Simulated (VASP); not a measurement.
The system is Al3InAs4.

```xyz
64
Lattice="11.5548 0.0000 0.0000 0.0000 11.5548 0.0000 0.0000 0.0000 11.5548" Properties=species:S:1:pos:R:3 pbc="T T T"
Al    0.0029   11.5452    0.0019
Al   11.5424    5.7909   11.5442
Al    0.0009    5.8017    5.7605
Al    5.7861   11.5469    5.7633
Al    5.7928    5.8112    0.0112
Al    5.8034    5.8153    5.8043
Al    2.8833    2.8558    0.0030
Al    2.8932    2.8967    5.7710
Al    2.9013    8.6560    5.7453
Al    8.6322    2.9101    0.0083
Al    8.6753    2.8967    5.7691
Al    8.6759    8.6521    5.7930
Al    2.8925   11.5389    2.8927
Al    2.8983    0.0016    8.6879
Al    2.9126    5.7702    2.9025
Al    2.8845    5.8177    8.6513
Al    8.6603    0.0103    2.8825
Al    8.6782   11.5186    8.6612
Al    8.6830    5.7770    8.6575
Al   11.5477    2.8864    2.9024
Al    0.0305    2.8718    8.6573
Al    0.0125    8.6884    2.8946
Al    5.7983    2.8865    8.7052
Al    5.8156    8.6814    8.6864
In    0.0041   11.5318    5.7737
In    5.7693   11.5472   11.5500
In    2.9145    8.6499   11.5261
In    8.6580    8.6642   11.5273
In    8.6431    5.7881    2.8766
In    0.0511    8.6518    8.6665
In    5.7748    2.8798    2.8999
In    5.7990    8.6441    2.8906
As    1.4332    1.4537    1.4275
As    1.4681    1.3991    7.2447
As    1.4268    7.2034    1.4735
As    1.4568    7.1980    7.2269
As    7.2089    1.4567    1.4264
As    7.1733    1.4529    7.2119
As    7.1896    7.2070    1.4630
As    7.1981    7.2271    7.2350
As    4.3037    4.3165    1.4427
As    4.3186    4.3368    7.2230
As    4.2914   10.1259    1.4069
As    4.3180   10.1139    7.2181
As   10.1036    4.3062    1.4489
As   10.0790    4.3185    7.2112
As   10.1185   10.1133    1.4395
As   10.1248   10.1167    7.2421
As    4.3368    1.4551    4.3144
As    4.3323    1.4291   10.1508
As    4.3618    7.2184    4.3444
As    4.3324    7.2374   10.1058
As   10.1118    1.4438    4.3471
As   10.1416    1.4569   10.1448
As   10.0685    7.2062    4.3426
As   10.0924    7.2309   10.0830
As    1.4272    4.2998    4.3258
As    1.4661    4.3447   10.0872
As    1.4168   10.1054    4.3344
As    1.4612   10.0922   10.1017
As    7.2265    4.3041    4.3194
As    7.2641    4.3158   10.1357
As    7.2384   10.1128    4.3323
As    7.1994   10.1186   10.0917
```

| Property | Result |
| --- | --- |
| Program | VASP 6.6.1 |
| Task | relaxation of volume and atoms at fixed shape |
| Functional | PBEsol |
| Potentials or basis | VASP PAW PBE potentials, release 64 (Al, In_d, As) |
| Cutoff | 500 eV |
| k mesh | 1 × 1 × 1, shifted |
| Occupations | fermi-dirac, width 0.05 eV |
| Spin | no spin polarisation |

At the start: pressure 0.8 GPa; volume 24.11 Å³/atom.

Where does the relaxation end?

Over 16 steps the energy falls by 42.3 meV/atom; space group P1 (No. 1, to 0.1 Å) before and after.

The path:
```
step  energy change (eV)  largest force (eV/Å)  pressure (GPa)  volume (Å³)
   1              0.0000                1.8523            0.77      1542.73
   2             -1.8326                0.7657           -0.82      1568.88
   3             -2.0449                0.7473           -1.43      1581.88
   4             -2.4809                0.4528            0.47      1534.30
   5             -2.4814                0.4435            0.55      1532.62
   6             -2.6279                0.2160            0.16      1540.19
   7             -2.6468                0.2172           -0.03      1544.08
   8             -2.6790                0.0934           -0.04      1544.10
   9             -2.6864                0.0960           -0.04      1544.12
  10             -2.6957                0.0486            0.05      1542.21
  11             -2.6971                0.0523            0.10      1541.09
  12             -2.7007                0.0406           -0.08      1545.21
  13             -2.7007                0.0404           -0.08      1545.12
  14             -2.7035                0.0332           -0.01      1543.48
  15             -2.7036                0.0435            0.01      1543.09
  16             -2.7046                0.0199            0.01      1543.14
```

Final structure:
```cif
data_structure
_symmetry_space_group_name_H-M 'P 1'
_symmetry_Int_Tables_number 1
_cell_length_a 11.5558
_cell_length_b 11.5558
_cell_length_c 11.5558
_cell_angle_alpha 90.000
_cell_angle_beta 90.000
_cell_angle_gamma 90.000
_cell_volume 1543.14
loop_
_atom_site_label
_atom_site_type_symbol
_atom_site_fract_x
_atom_site_fract_y
_atom_site_fract_z
_atom_site_occupancy
Al1 Al 0.00047 0.00574 0.00120 1
Al2 Al 0.00156 0.49356 0.99897 1
Al3 Al 0.00158 0.49727 0.50008 1
Al4 Al 0.49930 0.00032 0.50391 1
Al5 Al 0.49679 0.49512 0.99326 1
Al6 Al 0.49815 0.49943 0.50594 1
Al7 Al 0.24574 0.25165 0.99797 1
Al8 Al 0.25011 0.25104 0.50178 1
Al9 Al 0.25207 0.74686 0.49977 1
Al10 Al 0.75360 0.24920 0.99588 1
Al11 Al 0.74984 0.25008 0.50394 1
Al12 Al 0.74858 0.74999 0.50199 1
Al13 Al 0.24563 0.00175 0.25230 1
Al14 Al 0.25201 0.00330 0.74808 1
Al15 Al 0.24559 0.49673 0.25147 1
Al16 Al 0.25163 0.49585 0.74690 1
Al17 Al 0.75475 0.00214 0.25208 1
Al18 Al 0.74794 0.00345 0.74767 1
Al19 Al 0.74834 0.49501 0.74746 1
Al20 Al 0.00165 0.24995 0.24861 1
Al21 Al 0.99993 0.25203 0.75140 1
Al22 Al 0.00154 0.74934 0.25231 1
Al23 Al 0.50015 0.25155 0.74853 1
Al24 Al 0.49979 0.74760 0.74387 1
In1 In 0.00124 0.00301 0.49914 1
In2 In 0.50032 0.00513 0.99650 1
In3 In 0.24880 0.74655 0.00052 1
In4 In 0.75275 0.75036 0.99847 1
In5 In 0.75427 0.49901 0.25182 1
In6 In 0.00175 0.74795 0.74885 1
In7 In 0.49774 0.25106 0.25240 1
In8 In 0.49955 0.75043 0.25716 1
As1 As 0.12600 0.12705 0.12603 1
As2 As 0.13046 0.13334 0.63177 1
As3 As 0.11583 0.61621 0.13054 1
As4 As 0.13209 0.61725 0.61885 1
As5 As 0.63840 0.12693 0.12545 1
As6 As 0.62375 0.12702 0.62582 1
As7 As 0.61617 0.61717 0.11812 1
As8 As 0.62594 0.62331 0.62432 1
As9 As 0.36664 0.37993 0.11821 1
As10 As 0.37599 0.37310 0.62503 1
As11 As 0.36980 0.88282 0.13164 1
As12 As 0.37359 0.87396 0.62465 1
As13 As 0.88163 0.36700 0.11858 1
As14 As 0.87634 0.37375 0.62469 1
As15 As 0.88373 0.88123 0.13170 1
As16 As 0.86394 0.87600 0.62506 1
As17 As 0.36734 0.11824 0.38258 1
As18 As 0.36860 0.13468 0.86822 1
As19 As 0.36911 0.61473 0.38156 1
As20 As 0.37965 0.61887 0.86530 1
As21 As 0.87034 0.13489 0.37038 1
As22 As 0.87546 0.12459 0.87224 1
As23 As 0.88213 0.63231 0.38407 1
As24 As 0.87596 0.60890 0.87370 1
As25 As 0.12414 0.37152 0.37579 1
As26 As 0.12569 0.37600 0.87294 1
As27 As 0.13133 0.86793 0.37143 1
As28 As 0.12549 0.88837 0.87487 1
As29 As 0.62492 0.37665 0.39008 1
As30 As 0.62549 0.37177 0.87399 1
As31 As 0.63273 0.88362 0.38287 1
As32 As 0.62358 0.87436 0.86062 1
```

Caveat: the PAW data sets were made with another functional, which shifts forces and pressure a little.
